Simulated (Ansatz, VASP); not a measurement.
Mo in VASP and in Ansatz

```
Mo
1.0
    -1.50816    1.50816    1.57100
     1.50816   -1.50816    1.57100
     1.50816    1.50816   -1.57100
Mo
1
Direct
  0.00000 0.00000 0.00000
```

Change from the starting cell: strain -0.040 along x and y, +0.000 along z, atoms carried along.

Alike in both runs: task single point; functional PBE; k mesh 22 × 22 × 22; occupations gaussian, width 0.15 eV; no spin polarisation.

|  | VASP | Ansatz |
| --- | --- | --- |
| version | VASP 6.6.1 | Ansatz 0.2.0 |
| potentials or method | VASP PAW PBE potentials, release 64 (Mo_sv), cutoff 520 eV | scalar-relativistic, plane waves, PAW |
| valence electrons in the cell | 14 | 14 |

|  | VASP | Ansatz | Ansatz less VASP |
| --- | --- | --- | --- |
| gap on the k mesh at the Fermi level (eV) | none | none | - |
| pressure (GPa) | 32.7 | 32.0 | -0.78 |
| traceless stress, the component that is largest in VASP (GPa) | -9.98 | -9.99 | -0.003 |

A gap of «none» marks a metal or a gap that the smearing closes. Both programs put the cell under a high pressure, so it lies far from rest at this level.
